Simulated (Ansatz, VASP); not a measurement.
## Ti in VASP and in Ansatz

The input INCAR:

```
SYSTEM = Ti
PREC = Accurate
ENCUT = 500
EDIFF = 1E-7
ISMEAR = -1
SIGMA = 0.08
LREAL = .False.
LASPH = .True.
NELM = 120
ALGO = Normal
ISIF = 3
LWAVE = .False.
LCHARG = .False.
GGA = PS
IBRION = 2
NSW = 60
EDIFFG = -0.005
GGA_COMPAT = .False.
NELMIN = 4
```

The input KPOINTS:

```
regular mesh
0
Gamma
  17 17 9
  0 0 0
```

The input POSCAR:

```
Ti
1.0
    2.9313902092      0.0000000000      0.0000000000
   -1.4656951046      2.5386583896      0.0000000000
    0.0000000000      0.0000000000      4.7488521389
Ti
2
Direct
    0.3333333333      0.6666666667      0.2500000000
    0.6666666667      0.3333333333      0.7500000000
```

Input for Ansatz:

```yaml
crystal:
  lattice:
    - [2.9313902092, 0.0, 0.0]
    - [-1.4656951046, 2.5386583896, 0.0]
    - [0.0, 0.0, 4.7488521389]
  atoms:
    - { symbol: Ti, position: [0.3333333333, 0.6666666667, 0.25] }
    - { symbol: Ti, position: [0.6666666667, 0.3333333333, 0.75] }
kpoints:
  mp_grid: { grid: [17, 17, 9] }
scf:
  occupations: { method: fermi_dirac, width: 0.08 }
hamiltonian:
  xc: pbesol
  pseudopotentials: { kind: paw }
output:
  forces: true
  stress: true
relax:
  f_tol: 0.005
  max_steps: 40
  cell: {}
```

Alike in both runs: task relaxation of cell and atoms; functional PBEsol; k mesh 17 × 17 × 9; occupations fermi-dirac, width 0.08 eV; no spin polarisation.

```csv
,VASP,Ansatz
version,VASP 6.6.1,Ansatz 0.2.0
potentials or method,"VASP PAW PBE potentials, release 64 (Ti_sv)","PAW with Ansatz's default frozen-core files, scalar-relativistic"
plane-wave cutoff (eV),500,420
valence electrons in the cell,24,24
```

Ansatz gave:

| Quantity | Value |
| --- | --- |
| relaxed volume (Å³/atom) | 16.74 |
| relaxed cell length with the largest relative difference (Å) | 2.902 |

Task: What did VASP give for the same quantities?

Result: Relaxed volume (Å³/atom): 16.69; relaxed cell length with the largest relative difference (Å): 2.899.

VASP's potentials were made for PBE, not for PBEsol.
